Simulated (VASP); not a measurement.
NaAu7, 8 atoms in the cell. Symmetry: Fm-3m, No. 225, cubic system. Conventional cell: a = 8.340 Å, b = 8.340 Å, c = 8.340 Å, α = 90.00°, β = 90.00°, γ = 90.00°. Na (site symmetry m-3m) has 12 Au at 2.95 Å within 3.9 Å. Au (site symmetry m-3m) has 12 Au at 2.95 Å within 3.9 Å. Within 3.9 Å of Au (site symmetry mmm) lie 2 Na at 2.95 Å and 10 Au at 2.95 Å. The cell was generated, and may not be a known phase.

```yaml
Program: VASP 6.6.1
Task: single point
Functional: PBE
Potentials_or_basis: VASP PAW PBE potentials, release 64 (Na_pv, Au)
Cutoff: 520 eV
k_mesh: 8 × 8 × 8
Occupations: gaussian, width 0.1 eV
Spin: no spin polarisation
Dipole_correction: no
Further_INCAR_settings: ALGO = Normal; EDIFF = 1e-06; NBANDS = 52
```

Potentials or basis: VASP PAW PBE potentials, release 64 (Na_pv, Au).

Launch:

```bash
$ cat potpaw_PBE.64/Na_pv/POTCAR potpaw_PBE.64/Au/POTCAR > POTCAR
$ mpirun -np 1 vasp_std > vasp.out
```

Hardware: 1 thread of Intel(R) Xeon(R) 6975P-C (Granite Rapids), with other jobs on the host.

Q: Estimate the wall time of this run.

A: Run time: 98 s on 1 thread of Intel(R) Xeon(R) 6975P-C (Granite Rapids), with other jobs on the host, peak memory 0.39 GiB. Counts: scf iterations 12, k points 29.
